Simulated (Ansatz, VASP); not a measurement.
## CdGa in VASP and in Ansatz

```
CELL_PARAMETERS angstrom
3.49100 0.00000 0.00000
0.00000 3.49100 0.00000
0.00000 0.00000 3.49100
ATOMIC_POSITIONS crystal
Cd 0.00000 0.00000 0.00000
Ga 0.50000 0.50000 0.50000
```

Alike in both runs: task relaxation of cell and atoms; functional PBE; k mesh 16 × 16 × 16; occupations gaussian, width 0.1 eV; no spin polarisation.

|  | VASP | Ansatz |
| --- | --- | --- |
| version | VASP 6.6.1 | Ansatz 0.2.0 |
| potentials or method | VASP PAW PBE potentials, release 64 (Cd, Ga_d), cutoff 600 eV | scalar-relativistic, plane waves, PAW |
| valence electrons in the cell | 25 | 33 |

```tsv
	VASP	Ansatz	Ansatz less VASP
gap on the k mesh at the Fermi level, each at its own relaxed structure (eV)	none	none	-
relaxed volume (Å³/atom)	21.81	21.75	-0.051
relaxed length of the cell vector where the two differ most in proportion (Å)	3.520	3.517	-0.0028
```

A gap of «none» marks a metal or a gap that the smearing closes. VASP's potentials hold 25 valence electrons a cell and Ansatz's 33, so a difference there can come from the potentials and not from the codes.
